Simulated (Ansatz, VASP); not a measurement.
Co in VASP and in Ansatz

```
CELL_PARAMETERS angstrom
2.42368 0.00000 0.00000
-1.21184 2.09897 0.00000
0.00000 0.00000 3.90519
ATOMIC_POSITIONS crystal
Co 0.33333 0.66667 0.25000
Co 0.66667 0.33333 0.75000
```

Alike in both runs: functional PBEsol; k mesh 14 × 14 × 8; occupations fermi-dirac, width 0.1 eV; no spin polarisation.

Ansatz relaxed the structure, and its values are those at the end. VASP's run is a single point on that final structure, the one shown.

|  | VASP | Ansatz |
| --- | --- | --- |
| version | VASP 6.6.1 | Ansatz 0.2.0 |
| potentials or method | VASP PAW PBE potentials, release 64 (Co), cutoff 520 eV | plane waves (420 eV) with PAW, scalar-relativistic |
| valence electrons in the cell | 18 | 34 |

```csv
,VASP,Ansatz,Ansatz less VASP
pressure (GPa),-0.8,0.0,+0.79
```

VASP's potentials were made for PBE, not for PBEsol, and Ansatz warns of the same on its side. With one functional, cell and mesh, what is left measures potentials, basis and numerics. VASP's potentials hold 18 valence electrons a cell and Ansatz's 34, so a difference there can come from the potentials and not from the codes.
